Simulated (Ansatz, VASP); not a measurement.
Sr in VASP and in Ansatz

```
Sr
1.0
     4.31000    0.00000    0.00000
    -2.15500    3.73257    0.00000
     0.00000    0.00000    7.05000
Sr
2
Direct
  0.33333 0.66667 0.25000
  0.66667 0.33333 0.75709
```

Alike in both runs: task single point; functional PBEsol; k mesh 6 × 6 × 3; occupations methfessel-paxton of order 1, width 0.15 eV; no spin polarisation.

```csv
,VASP,Ansatz
version,VASP 6.6.1,Ansatz 0.2.0
potentials or method,"VASP PAW PBE potentials, release 64 (Sr_sv), cutoff 520 eV","plane waves, PAW"
valence electrons in the cell,20,20
```

```tsv
	VASP	Ansatz	Ansatz less VASP
rms of the force components (eV/Å)	0.030	0.030	0.0000
```

VASP's potentials were made for PBE, not for PBEsol. Atom by atom the forces differ by 0.000 eV/Å (rms over components). The functional is the same, so the differences come from potentials, cutoffs and numerics.
